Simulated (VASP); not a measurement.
## CuAu: single point with PBE

The system is CuAu.

```xyz
2
Lattice="2.7300 0.0000 0.0000 0.0000 2.7300 0.0000 0.0000 0.0000 3.6700" Properties=species:S:1:pos:R:3 pbc="T T T"
Cu    1.3650    1.3650    1.8350
Au    0.0000    0.0000    0.0000
```

This cell differs from its parent crystal: strain -0.025 along x and y, +0.000 along z.

```
Program             : VASP 6.6.1
Task                : single point
Functional          : PBE
Potentials or basis : VASP PAW PBE potentials, release 64 (Cu, Au)
Cutoff              : 520 eV
k mesh              : 18 × 18 × 14
Occupations         : gaussian, width 0.15 eV
Spin                : no spin polarisation
```

The pressure is 16.7 GPa and the band gap on the k mesh is zero (band 11 reaches 15.39 eV, above the bottom of band 12 at 7.63 eV).

Stress tensor (GPa, compression positive):
```
17.64  0.00  0.00
 0.00 17.64  0.00
 0.00  0.00 14.93
```

Levels at points of the mesh, in eV from the Fermi level:
```csv
k point,band 9,band 10,band 11,band 12,band 13,band 14
"(0.00, 0.00, 0.00)",-1.81,-1.56,-1.56,1.61,8.10,10.57
"(0.50, 0.00, 0.00)",-2.59,-2.36,-0.87,0.08,9.33,9.53
"(0.50, 0.50, 0.00)",-1.48,-1.48,0.63,0.63,5.81,7.50
"(0.00, 0.00, 0.50)",-2.63,-2.50,-2.50,-2.11,14.75,15.18
"(0.50, 0.00, 0.50)",-1.74,-1.67,-1.35,-1.34,3.00,4.66
"(0.50, 0.50, 0.50)",-1.72,-1.56,5.65,5.65,5.72,6.91
```

Run time: 78 s on 1 thread of Intel(R) Xeon(R) 6975P-C (Granite Rapids) (shared host), peak memory 0.32 GiB.

Caveat: the cell differs from its parent crystal (strain -0.025 along x and y, +0.000 along z); spin-orbit coupling is left out, which moves the levels of the heavy elements.
